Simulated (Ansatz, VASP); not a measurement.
## One calculation of Ba3SbS2, two programs

```
Ba Sb S
1.0
     6.46428    0.00000    0.00000
    -3.23214    5.59823    0.00000
     0.00000    0.00000    5.34102
Ba Sb S
3 1 2
Direct
  0.50000 0.50000 0.50000
  0.50000 0.00000 0.50000
  0.00000 0.50000 0.50000
  0.00000 0.00000 0.00000
  0.66667 0.33333 0.00000
  0.33333 0.66667 0.00000
```

Change from the starting cell: species swapped into the EuCu3Pd2 type (P6/mmm, No. 191).

Alike in both runs: task relaxation of cell and atoms; functional PBE; k mesh 6 × 6 × 8; occupations gaussian, width 0.1 eV; no spin polarisation.

```csv
,VASP,Ansatz
version,VASP 6.6.1,Ansatz 0.2.0
potentials or method,"VASP PAW PBE potentials, release 64 (Ba_sv, Sb, S), cutoff 600 eV","scalar-relativistic, plane waves, PAW"
valence electrons in the cell,47,57
```

VASP gave:

- gap on the k mesh at the Fermi level, each at its own relaxed structure (eV): none
- relaxed volume (Å³/atom): 39.43
- relaxed length of the cell vector where the two differ most in proportion (Å): 4.067

Q: Which values does Ansatz return?

A: gap on the k mesh at the Fermi level, each at its own relaxed structure (eV): none; relaxed volume (Å³/atom): 38.80; relaxed length of the cell vector where the two differ most in proportion (Å): 4.040.

A gap of «none» marks a metal or a gap that the smearing closes. VASP's potentials hold 47 valence electrons a cell and Ansatz's 57, so a difference there can come from the potentials and not from the codes.

Neither program's run includes spin-orbit coupling. Noted on VASP's run: the volume moved by over 15 % at a fixed basis, so the end points are rough.
